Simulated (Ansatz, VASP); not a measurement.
One calculation of MgS, two programs

File INCAR:

```
PREC     = Accurate       # precision mode
ENCUT    = 600            # plane-wave cutoff, eV
EDIFF    = 1E-6           # SCF threshold, eV
ISMEAR   = 0              # smearing method
SIGMA    = 0.01           # smearing width, eV
LREAL    = False          # projectors in reciprocal space
LASPH    = True           # aspherical terms in the spheres
NELM     = 120            # most SCF steps
ALGO     = Normal         # electronic algorithm
ISIF     = 2              # what is computed and relaxed
LWAVE    = False          # write WAVECAR
LCHARG   = False          # write CHGCAR
GGA      = PS             # functional
NBANDS   = 11             # bands
GGA_COMPAT= False
```

Contents of KPOINTS:

```
regular mesh
0
Gamma
  4 4 4
```

File POSCAR:

```
MgS
1.0
    0.0000000000      2.6016500000      2.6016500000
    2.6016500000      0.0000000000      2.6016500000
    2.6016500000      2.6016500000      0.0000000000
Mg S
1 1
Direct
    0.0000000000      0.0000000000      0.0000000000
    0.5000000000      0.5000000000      0.5000000000
```

Input for Ansatz:

```yaml
crystal:
  lattice:
    - [0.0, 2.60165, 2.60165]
    - [2.60165, 0.0, 2.60165]
    - [2.60165, 2.60165, 0.0]
  atoms:
    - { symbol: Mg, position: [0.0, 0.0, 0.0] }
    - { symbol: S, position: [0.5, 0.5, 0.5] }
basis:
  ecutwfc: 489.804952427784
kpoints:
  mp_grid:
    grid: [4, 4, 4]
hamiltonian:
  xc: pbesol
scf:
  occupations:
    method: fixed
output:
  eigenvalues: true
```

Alike in both runs: task single point; functional PBEsol; k mesh 4 × 4 × 4; no spin polarisation.

|  | VASP | Ansatz |
| --- | --- | --- |
| version | VASP 6.6.1 | Ansatz 0.2.0 |
| potentials or method | VASP PAW PBE potentials, release 64 (Mg, S), cutoff 600 eV | plane waves, PAW |
| occupations | gaussian, width 0.01 eV | fixed |
| valence electrons in the cell | 8 | 16 |

```tsv
	VASP	Ansatz	Ansatz less VASP
gap on the k mesh at the Fermi level (eV)	2.68	2.68	-0.001
```

VASP's potentials were made for PBE, not for PBEsol. VASP's potentials hold 8 valence electrons a cell and Ansatz's 16, so a difference there can come from the potentials and not from the codes.

The k mesh is coarse, so the values compare programs but aren't converged.
